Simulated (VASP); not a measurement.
Here is a VASP 6.6.1 calculation.

Contents of INCAR:

```
SYSTEM = NiO
PREC     = Accurate       ! precision mode
ENCUT    = 520            ! plane-wave cutoff, eV
EDIFF    = 1E-6           ! SCF threshold, eV
ISMEAR   = 0              ! smearing method
SIGMA    = 0.05           ! smearing width, eV
LREAL    = .FALSE.        ! projectors in reciprocal space
LASPH    = .TRUE.         ! aspherical terms in the spheres
NELM     = 150            ! most SCF steps
ALGO     = Normal         ! electronic algorithm
ISIF     = 2              ! what is computed and relaxed
LWAVE    = .FALSE.        ! write WAVECAR
LCHARG   = .FALSE.        ! write CHGCAR
ISPIN    = 2              ! spin polarisation
MAGMOM   = 0.5 0          ! initial moments
LORBIT   = 11             ! projections on sites
NUPDOWN  = 0.5            ! fixed moment
LMAXMIX  = 4              ! l up to which the mixer works
LDAU     = .TRUE.         ! DFT+U
LDAUTYPE = 1            
LDAUL    = 2 -1           ! shell
LDAUU    = 6 0            ! U, eV
LDAUJ    = 0.9 0        
LDAUPRINT= 1            
GGA      = CA             ! functional
NBANDS   = 19             ! bands
```

The input KPOINTS:

```
regular mesh
0
G
  8 8 8
  0 0 0
```

Contents of POSCAR:

```
NiO
1.0
    0.0000000000      2.0913095100      2.0913095100
    2.0913095100      0.0000000000      2.0913095100
    2.0913095100      2.0913095100      0.0000000000
Ni O
1 1
Direct
    0.0000000000      0.0000000000      0.0000000000
    0.5000000000      0.5000000000      0.5000000000
```

Potentials or basis: VASP PAW LDA potentials, release 64 (Ni, O).

Command:

```sh
$ cat potpaw_LDA.64/Ni/POTCAR potpaw_LDA.64/O/POTCAR > POTCAR
$ mpirun -np 1 vasp_std > vasp.out
```

(1) What does it give for the pressure?

Results:

(1) -26.7 GPa.

Caveat: the total moment is fixed, so each spin has its own Fermi level; a cell with one magnetic atom can't hold antiferromagnetic order, which such compounds often take.
